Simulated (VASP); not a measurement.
# Sc3AlP (Pm-3m) in VASP: a series of runs

Runs on Sc3AlP. Level: PBE. Tasks: single point, relaxation of cell and atoms.

Program: VASP 6.6.1. These are calculated values, not measurements. Logs are shortened: lines on timing, memory, paths and dates and some standing lists are left out, and cuts for length are marked.

### Step 1. The cell of the first run

It takes space group Pm-3m (No. 221, cubic). The conventional cell has a = 5.007 Å, b = 5.007 Å, c = 5.007 Å, α = 90.00°, β = 90.00°, γ = 90.00°. Within 3.3 Å of Sc (site symmetry 4/mmm) lie 2 Al at 2.50 Å. Within 3.3 Å of Al (site symmetry m-3m) lie 6 Sc at 2.50 Å. P (site symmetry m-3m) has 12 Sc at 3.54 Å and 8 Al at 4.34 Å within 4.7 Å.

### Step 2. Single point, PBE

File INCAR:

```
SYSTEM = Sc3AlP
  ALGO = Normal
  EDIFF = 1E-6
  ENCUT = 520
  GGA = PE
  ISIF = 2
  ISMEAR = 0
  LASPH = .TRUE.
  LCHARG = .FALSE.
  LREAL = .FALSE.
  LWAVE = .FALSE.
  NBANDS = 28
  NELM = 100
  PREC = Accurate
  SIGMA = 0.1
```

File KPOINTS:

```
k-points
0
G
  8 8 8
  0 0 0
```

File POSCAR:

```
Sc3AlP
1.0
    5.0070586279      0.0000000000      0.0000000000
    0.0000000000      5.0070586279      0.0000000000
    0.0000000000      0.0000000000      5.0070586279
Sc Al P
3 1 1
Direct
    0.5000000000      0.5000000000      0.0000000000
    0.0000000000      0.5000000000      0.5000000000
    0.5000000000      0.0000000000      0.5000000000
    0.5000000000      0.5000000000      0.5000000000
    0.0000000000      0.0000000000      0.0000000000
```

Potentials or basis: VASP PAW PBE potentials, release 64 (Sc_sv, Al, P).

Run with:

```sh
$ cat potpaw_PBE.64/Sc_sv/POTCAR potpaw_PBE.64/Al/POTCAR potpaw_PBE.64/P/POTCAR > POTCAR
$ mpirun -np 1 vasp_std > vasp.out
```

OUTCAR:

```text
SYSTEM = Sc3AlP
   EDIFF = 1E-6
   ENCUT = 520
   GGA = PE
   ISIF = 2
   ISMEAR = 0
   LASPH = .TRUE.
   LREAL = .FALSE.
   NELM = 100
   PREC = Accurate

 ion  position               nearest neighbor table
   1  0.500  0.500  0.000-   4 2.50   4 2.50
   2  0.000  0.500  0.500-   4 2.50   4 2.50
   3  0.500  0.000  0.500-   4 2.50   4 2.50
   4  0.500  0.500  0.500-   1 2.50   2 2.50   3 2.50   1 2.50   3 2.50   2 2.50
   5  0.000  0.000  0.000-

  LATTYP: Found a simple cubic cell.
 ALAT       =     5.0070586279

  Lattice vectors:

 A1 = (   5.0070586279,   0.0000000000,   0.0000000000)
 A2 = (   0.0000000000,   5.0070586279,   0.0000000000)
 A3 = (   0.0000000000,   0.0000000000,   5.0070586279)

Analysis of symmetry for initial positions (statically):
=====================================================================
 Subroutine PRICEL returns:
 Original cell was already a primitive cell.

 Routine SETGRP: Setting up the symmetry group for a
 simple cubic supercell.

 Subroutine GETGRP returns: Found 48 space group operations
 (whereof 48 operations were pure point group operations)
 out of a pool of 48 trial point group operations.

The static configuration has the point symmetry O_h .

Analysis of symmetry for dynamics (positions and initial velocities):
=====================================================================
 Subroutine PRICEL returns:
 Original cell was already a primitive cell.

 Routine SETGRP: Setting up the symmetry group for a
 simple cubic supercell.

 Subroutine GETGRP returns: Found 48 space group operations
 (whereof 48 operations were pure point group operations)
 out of a pool of 48 trial point group operations.

The dynamic configuration has the point symmetry O_h .

 Subroutine INISYM returns: Found 48 space group operations
 (whereof 48 operations are pure point group operations),
 and found     1 'primitive' translations

----------------------------------------------------------------------------------------

                                     Primitive cell

  volume of cell :     125.5301

[... 84 lines left out ...]
 SYSTEM =  Sc3AlP
   PREC   = accura    normal or accurate (medium, high low for compatibility)
   ISTART =      0    job   : 0-new  1-cont  2-samecut
   ICHARG =      2    charge: 1-file 2-atom 10-const
   ISPIN  =      1    spin polarized calculation?
   LNONCOLLINEAR =      F non collinear calculations
   LSORBIT =      F    spin-orbit coupling
   LASPH  =      T    aspherical Exc in radial PAW
   ENCUT  =  520.0 eV  38.22 Ry    6.18 a.u.   9.31  9.31  9.31*2*pi/ulx,y,z
   NELM   =    100;   NELMIN=  2; NELMDL= -5     # of ELM steps
   EDIFF  = 0.1E-05   stopping-criterion for ELM
   LREAL  =      F    real-space projection
   EDIFFG = 0.1E-04   stopping-criterion for IOM
   NSW    =      0    number of steps for IOM
   IBRION =     -1    ionic relax: 0-MD 1-quasi-New 2-CG
   NFREE  =      0    steps in history (QN), initial steepest desc. (CG)
   ISIF   =      2    stress and relaxation
   ISYM   =      2    0-nonsym 1-usesym 2-fastsym
   POTIM  = 0.5000    time-step for ionic-motion
   TEBEG  =    0.0;   TEEND  =   0.0 temperature during run
   PSTRESS=    0.0 pullay stress
   NELECT =      41.0000    total number of electrons
   NUPDOWN=      -1.0000    fix difference up-down
   EMIN   =  10.00;   EMAX   =-10.00  energy-range for DOS
   EFERMI =   0.00;   METHOD = LEGACY
   ISMEAR =     0;   SIGMA  =   0.10  broadening in eV -4-tet -1-fermi 0-gaus
   EFERMI_NEDOS =   21; number of points for ismear=-14 and -15
   IALGO  =     38    algorithm
   IMIX   =      4    mixing-type and parameters
     AMIX     =   0.40;   BMIX     =  1.00
     AMIX_MAG =   1.60;   BMIX_MAG =  1.00
  volume/ion in A,a.u.               =      25.11       169.42
  Fermi-wavevector in a.u.,A,eV,Ry     =   1.127423  2.130520 17.294120  1.271082
  Thomas-Fermi vector in A             =   2.264109
   LORBIT       =      0    0 simple, 1 ext, 2 COOP (PROOUT), +10 PAW based schemes
   GGA     = PE    functional components
   LHFCALC =     F    Hartree Fock is set to
   AEXX    =    0.0000 exact exchange contribution
   IVDW    =     0    specifies the selected vdW correction
   LEPSILON=     F    determine dielectric tensor
   LRPA    =     F    only Hartree local field effects (RPA)
 non-spin polarized calculation
 Gauss-broadening in eV      SIGMA  =   0.10
  energy-cutoff  :      520.00
  volume of cell :      125.53
 maximum number of plane-waves:      3415
 NGX is ok and might be reduce to    40
   NGX = 19   NGY = 19   NGZ = 19

 number of electron      41.0000009 magnetization

 Free energy of the ion-electron system (eV)
  ---------------------------------------------------
  ext. energy  EPLUGINS =         0.00000000
  ---------------------------------------------------
  free energy    TOTEN  =       -26.55075564 eV

  energy without entropy =      -26.53530136  energy(sigma->0) =      -26.54302850

 E-fermi :   3.8399     XC(G=0):  -9.2389

 val. band max:        3.8365405439   @ k =   0.1250   0.1250   0.1250
 cond. band min:       3.8546243236   @ k =   0.5000   0.2500   0.0000
 fundamental gap:      0.0180837797
 Fermi energy:         3.8399037352

 k-point     1 :       0.0000    0.0000    0.0000
  band No.  band energies     occupation
      1     -46.1689      2.00000
      2     -46.1468      2.00000
      3     -46.1468      2.00000
      4     -24.8885      2.00000
      5     -24.8885      2.00000
      6     -24.8885      2.00000
[... 733 lines left out ...]
     27       5.3331      0.00000
     28       5.7273      0.00000

 [... further k-points ...]
[... 5 lines left out ...]
  --------------------------------------------------------------------------------------
  -------------------------------------------------------------------------------------
  Total        0.0661312      0.0661312      0.0661312      0.0000000     -0.0000000     -0.0000000
  in kB        0.8440514      0.8440514      0.8440514      0.0000000     -0.0000000     -0.0000000
  external PRESSURE =       0.8440514 kB  Pullay stress =       0.0000000 kB

 VOLUME and BASIS-vectors are now :
 -----------------------------------------------------------------------------
  energy-cutoff  :      520.00
  volume of cell :      125.53
      direct lattice vectors                 reciprocal lattice vectors
     5.007058628  0.000000000  0.000000000     0.199718053  0.000000000  0.000000000
     0.000000000  5.007058628  0.000000000     0.000000000  0.199718053  0.000000000
     0.000000000  0.000000000  5.007058628     0.000000000  0.000000000  0.199718053

 POSITION                                       TOTAL-FORCE (eV/Angst)
 -----------------------------------------------------------------------------------
      2.50353      2.50353      0.00000         0.000000      0.000000      0.000000
      0.00000      2.50353      2.50353         0.000000      0.000000      0.000000
      2.50353      0.00000      2.50353         0.000000      0.000000      0.000000
      2.50353      2.50353      2.50353         0.000000      0.000000      0.000000
      0.00000      0.00000      0.00000         0.000000      0.000000      0.000000
 -----------------------------------------------------------------------------------
    total drift:                               -0.000000     -0.000000     -0.000000

  FREE ENERGIE OF THE ION-ELECTRON SYSTEM (eV)
  ---------------------------------------------------
  free  energy   TOTEN  =       -26.5507556413 eV

  energy  without entropy=      -26.5353013643  energy(sigma->0) =      -26.54302850
```

It took 2.1 min on 1 thread of Intel Xeon Platinum 8259CL at 2.50GHz (Skylake/Cascade Lake), shared host; peak memory 0.3 GiB.

Results:

- Free energy: -26.5508 eV
- Pressure: 0.1 GPa

Levels at points of the mesh, in eV from the Fermi level:
| k point | band 16 | band 17 | band 18 | band 19 | band 20 | band 21 | band 22 | band 23 | band 24 | band 25 |
| --- | --- | --- | --- | --- | --- | --- | --- | --- | --- | --- |
| (0.00, 0.00, 0.00) | -1.83 | -1.83 | -0.62 | -0.62 | -0.62 | -0.52 | -0.52 | -0.16 | 1.26 | 1.26 |
| (0.50, 0.00, 0.00) | -2.05 | -1.91 | -1.91 | -0.80 | -0.80 | -0.37 | 0.34 | 0.76 | 0.96 | 1.01 |
| (0.50, 0.50, 0.00) | -3.61 | -1.87 | -1.23 | -1.17 | -1.17 | 0.32 | 0.32 | 1.09 | 1.09 | 1.12 |
| (0.50, 0.50, 0.50) | -2.85 | -2.85 | -2.45 | -2.45 | -2.45 | 0.89 | 0.98 | 0.98 | 0.98 | 1.05 |

### Step 3. Relaxation of cell and atoms, PBE

This run uses another cell than the first one, of 25.03 Å³/atom, 0.997 times its volume.

File INCAR:

```
SYSTEM = Sc3AlP
  PREC = Accurate
  ENCUT = 600
  EDIFF = 1E-6
  ISMEAR = 0
  SIGMA = 0.1
  LREAL = .False.
  LASPH = .True.
  NELM = 100
  ALGO = Normal
  ISIF = 3
  LWAVE = .False.
  LCHARG = .False.
  GGA = PE
  IBRION = 2
  NSW = 100
  EDIFFG = -0.01
```

File KPOINTS:

```
regular mesh
0
Gamma
  8 8 8
  0 0 0
```

POSCAR: that of step 2 with these lines changed.

```diff
@@ -2,5 +2,5 @@
 1.0
-    5.0070586279      0.0000000000      0.0000000000
-    0.0000000000      5.0070586279      0.0000000000
-    0.0000000000      0.0000000000      5.0070586279
+    5.0017130638      0.0000000000      0.0000000000
+    0.0000000000      5.0017130638      0.0000000000
+    0.0000000000      0.0000000000      5.0017130638
 Sc Al P
```

Potentials or basis: VASP PAW PBE potentials, release 64 (Sc_sv, Al, P).

Run with:

```sh
$ cat potpaw_PBE.64/Sc_sv/POTCAR potpaw_PBE.64/Al/POTCAR potpaw_PBE.64/P/POTCAR > POTCAR
$ mpirun -np 1 vasp_std > vasp.out
```

Run time: 3.2 min. Hardware: 1 thread of Intel Xeon Platinum 8259CL at 2.50GHz (Skylake/Cascade Lake), shared host; peak memory 0.33 GiB.

Results (log left out):

```
Free energy                            : -26.5511 eV
Relaxed volume                         : 25.17 Å³/atom
Relaxed cell                           : a = 5.012 Å, b = 5.012 Å, c = 5.012 Å, α = 90.00°, β = 90.00°, γ = 90.00°
Space group after relaxing (to 0.05 Å) : Pm-3m (No. 221)
Energy gained by relaxing              : 0.1 meV/atom
Ionic steps                            : 2
Pressure after relaxing                : 0.0 GPa
```

The path:
```csv
step,energy change (eV),largest force (eV/Å),pressure (GPa),volume (Å³)
1,0.0000,0.0000,0.26,125.13
2,-0.0006,0.0000,-0.02,125.87
```

Final structure:
```yaml
crystal:
  lattice:
    - [5.01160, 0.00000, 0.00000]
    - [0.00000, 5.01160, 0.00000]
    - [0.00000, 0.00000, 5.01160]
  atoms:
    - { symbol: Sc, position: [0.50000, 0.50000, 0.00000] }
    - { symbol: Sc, position: [0.00000, 0.50000, 0.50000] }
    - { symbol: Sc, position: [0.50000, 0.00000, 0.50000] }
    - { symbol: Al, position: [0.50000, 0.50000, 0.50000] }
    - { symbol: P, position: [0.00000, 0.00000, 0.00000] }
```

Levels at points of the mesh, in eV from the Fermi level:
```tsv
k point	band 17	band 18	band 19	band 20	band 21	band 22	band 23	band 24
(0.00, 0.00, 0.00)	-1.82	-0.62	-0.62	-0.62	-0.51	-0.51	-0.17	1.25
(0.50, 0.00, 0.00)	-1.91	-1.91	-0.80	-0.80	-0.37	0.34	0.76	1.00
(0.50, 0.50, 0.00)	-1.86	-1.23	-1.17	-1.17	0.32	0.32	1.11	1.11
(0.50, 0.50, 0.50)	-2.85	-2.44	-2.44	-2.44	0.88	0.98	1.01	1.04
```

### Step 4. Single point, PBE

This run uses another cell than the first one, of 25.03 Å³/atom, 0.997 times its volume.

File INCAR:

```
SYSTEM = Sc3AlP
PREC = Accurate ; ENCUT = 520
EDIFF = 1E-7 ; ISMEAR = 0
SIGMA = 0.1 ; LREAL = .False.
LASPH = .True. ; NELM = 100
ALGO = Normal ; ISIF = 2
LWAVE = .False. ; LCHARG = .True.
GGA = PE ; LELF = .True.
LVHAR = .True. ; NBANDS = 28
```

File KPOINTS:

```
Automatic mesh
0
Gamma
  4 4 4
  0 0 0
```

POSCAR is that of step 3.

Potentials or basis: VASP PAW PBE potentials, release 64 (Sc_sv, Al, P).

Run with:

```sh
$ cat potpaw_PBE.64/Sc_sv/POTCAR potpaw_PBE.64/Al/POTCAR potpaw_PBE.64/P/POTCAR > POTCAR
$ mpirun -np 1 vasp_std > vasp.out
```

OUTCAR:

```text
SYSTEM = Sc3AlP
   PREC = Accurate
   ENCUT = 520
   EDIFF = 1E-7
   ISMEAR = 0
   LREAL = .False.
   LASPH = .True.
   NELM = 100
   ISIF = 2
   GGA = PE

 ion  position               nearest neighbor table
   1  0.500  0.500  0.000-   4 2.50   4 2.50
   2  0.000  0.500  0.500-   4 2.50   4 2.50
   3  0.500  0.000  0.500-   4 2.50   4 2.50
   4  0.500  0.500  0.500-   1 2.50   2 2.50   3 2.50   1 2.50   3 2.50   2 2.50
   5  0.000  0.000  0.000-

  LATTYP: Found a simple cubic cell.
 ALAT       =     5.0017130638

  Lattice vectors:

 A1 = (   5.0017130638,   0.0000000000,   0.0000000000)
 A2 = (   0.0000000000,   5.0017130638,   0.0000000000)
 A3 = (   0.0000000000,   0.0000000000,   5.0017130638)

Analysis of symmetry for initial positions (statically):
=====================================================================
 Subroutine PRICEL returns:
 Original cell was already a primitive cell.

 Routine SETGRP: Setting up the symmetry group for a
 simple cubic supercell.

[... 156 lines left out ...]
  energy without entropy =      -26.58625031  energy(sigma->0) =      -26.59056940

 E-fermi :   3.8103     XC(G=0):  -9.2520

 val. band max:        3.7021312524   @ k =   0.0000   0.0000   0.0000
 cond. band min:       3.8725297900   @ k =   0.5000   0.2500   0.0000
 fundamental gap:      0.1703985376
 Fermi energy:         3.8102754494

 k-point     1 :       0.0000    0.0000    0.0000
  band No.  band energies     occupation
      1     -46.1446      2.00000
      2     -46.1222      2.00000
      3     -46.1222      2.00000
      4     -24.8648      2.00000
      5     -24.8648      2.00000
      6     -24.8648      2.00000
[... 299 lines left out ...]
     27       4.9118      0.00000
     28       5.8817      0.00000

------------------------ aborting loop because EDIFF is reached ----------------------------------------

  FORCE on cell =-STRESS in cart. coord.  units (eV):
  Direction    XX          YY          ZZ          XY          YZ          ZX
  --------------------------------------------------------------------------------------
  -------------------------------------------------------------------------------------
  Total        0.0805768      0.0805768      0.0805768      0.0000000      0.0000000     -0.0000000
  in kB        1.0317255      1.0317255      1.0317255      0.0000000      0.0000000     -0.0000000
  external PRESSURE =       1.0317255 kB  Pullay stress =       0.0000000 kB

 VOLUME and BASIS-vectors are now :
 -----------------------------------------------------------------------------
  energy-cutoff  :      520.00
  volume of cell :      125.13
      direct lattice vectors                 reciprocal lattice vectors
     5.001713064  0.000000000  0.000000000     0.199931501  0.000000000  0.000000000
     0.000000000  5.001713064  0.000000000     0.000000000  0.199931501  0.000000000
     0.000000000  0.000000000  5.001713064     0.000000000  0.000000000  0.199931501

 POSITION                                       TOTAL-FORCE (eV/Angst)
 -----------------------------------------------------------------------------------
      2.50086      2.50086      0.00000         0.000000      0.000000      0.000000
      0.00000      2.50086      2.50086         0.000000      0.000000      0.000000
      2.50086      0.00000      2.50086         0.000000      0.000000      0.000000
      2.50086      2.50086      2.50086         0.000000      0.000000      0.000000
      0.00000      0.00000      0.00000         0.000000      0.000000      0.000000
 -----------------------------------------------------------------------------------
    total drift:                               -0.000000     -0.000000     -0.000000

  FREE ENERGIE OF THE ION-ELECTRON SYSTEM (eV)
  ---------------------------------------------------
  free  energy   TOTEN  =       -26.5948884916 eV

  energy  without entropy=      -26.5862503114  energy(sigma->0) =      -26.59056940
```

Run time: 53 s. Hardware: 1 thread of Intel Xeon Platinum 8259CL at 2.50GHz (Skylake/Cascade Lake), shared host; peak memory 0.24 GiB.

What came out:

```
Free energy : -26.5949 eV
Pressure    : 0.1 GPa
```

Levels at points of the mesh, in eV from the Fermi level:
```
           k point  band 16  band 17  band 18  band 19  band 20  band 21  band 22  band 23  band 24  band 25
(0.00, 0.00, 0.00)    -1.78    -1.78    -0.58    -0.58    -0.58    -0.47    -0.47    -0.11     1.32     1.32
(0.50, 0.00, 0.00)    -2.00    -1.87    -1.87    -0.75    -0.75    -0.33     0.39     0.82     1.01     1.07
(0.50, 0.50, 0.00)    -3.56    -1.83    -1.18    -1.13    -1.13     0.37     0.37     1.14     1.14     1.17
(0.50, 0.50, 0.50)    -2.81    -2.81    -2.40    -2.40    -2.40     0.94     1.03     1.03     1.03     1.10
```

### Step 5. The runs side by side

```tsv
task	cell	k mesh	cutoff (eV)	gap on the mesh (eV)	pressure (GPa)
single point	a = 5.007 Å, 5 atoms	8 × 8 × 8	520	none	0.1
relaxation of cell and atoms	relaxed from a = 5.002 Å, 5 atoms	8 × 8 × 8	600	none	0.0
single point	a = 5.002 Å, 5 atoms	4 × 4 × 4	520	none	0.1
```

Alike in all rows: level PBE; potentials or basis VASP PAW PBE potentials, release 64 (Sc_sv, Al, P); no spin polarisation; smearing gaussian 0.1 eV.

Absolute energies hang on the potentials; compare differences alone.
